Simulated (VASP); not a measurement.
SnO2, 3 atoms in the cell. It takes space group R-3m (No. 166, trigonal). Conventional cell: a = 3.123 Å, b = 3.123 Å, c = 13.905 Å, α = 90.00°, β = 90.00°, γ = 120.00°. Within 2.7 Å of Sn (site symmetry -3m) lie 6 O at 2.05 Å. Within 2.7 Å of O (site symmetry 3m) lie 3 Sn at 2.05 Å and 3 O at 2.66 Å. 

```yaml
Program: VASP 6.6.1
Task: single point
Functional: PBEsol
Potentials_or_basis: VASP PAW PBE potentials, release 64 (Sn_d, O)
Cutoff: 520 eV
k_mesh: 8 × 8 × 8
Occupations: methfessel-paxton, width 0.02 eV
Spin: no spin polarisation
Dipole_correction: no
Further_INCAR_settings: ALGO = Normal; EDIFF = 1e-06; NBANDS = 20
```

Potentials or basis: VASP PAW PBE potentials, release 64 (Sn_d, O).

Launch:

```bash
$ cat potpaw_PBE.64/Sn_d/POTCAR potpaw_PBE.64/O/POTCAR > POTCAR
$ mpirun -np 1 vasp_std > vasp.out
```

Hardware: 1 thread of Intel(R) Xeon(R) 6975P-C (Granite Rapids), with other jobs on the host.

Question: Estimate the wall time of this run.

Answer: Run time: 39 s on 1 thread of Intel(R) Xeon(R) 6975P-C (Granite Rapids), with other jobs on the host, peak memory 0.25 GiB. Counts: scf iterations 13, k points 65.
